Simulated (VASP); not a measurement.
ZnCu: single point with PBE

The system is ZnCu.

```xyz
2
Lattice="2.9450 0.0000 0.0000 0.0000 2.9450 0.0000 0.0000 0.0000 2.9450" Properties=species:S:1:pos:R:3 pbc="T T T"
Zn    1.4725    1.4725    1.4725
Cu    0.0000    0.0000    0.0000
```

- Program: VASP 6.6.1
- Task: single point
- Functional: PBE
- Potentials or basis: VASP PAW PBE potentials, release 64 (Zn, Cu)
- Cutoff: 520 eV
- k mesh: 14 × 14 × 14
- Occupations: gaussian, width 0.05 eV
- Spin: no spin polarisation
- Dipole correction: no
- Further INCAR settings: ALGO = Normal; EDIFF = 1e-07; NBANDS = 18

```json
{
 "Pressure": "2.8 GPa",
 "Band gap on the k mesh": "zero (an odd number of electrons rules out a gap without spin polarisation)"
}
```

Levels at points of the mesh, in eV from the Fermi level:
| k point | band 10 | band 11 | band 12 | band 13 | band 14 | band 15 |
| --- | --- | --- | --- | --- | --- | --- |
| (0.00, 0.00, 0.00) | -2.76 | -2.76 | 6.21 | 6.21 | 6.21 | 11.24 |
| (0.50, 0.00, 0.00) | -3.30 | -2.83 | -2.03 | 11.69 | 11.69 | 12.32 |
| (0.50, 0.50, 0.00) | -2.52 | -1.91 | -1.91 | 1.74 | 2.09 | 13.91 |
| (0.50, 0.50, 0.50) | -2.50 | 3.84 | 4.32 | 4.32 | 4.32 | 4.49 |

Wall time 72 s on 1 thread of AMD EPYC 7R43 64-Core Processor (Zen 3), with other jobs on the host, peak memory 0.14 GiB.
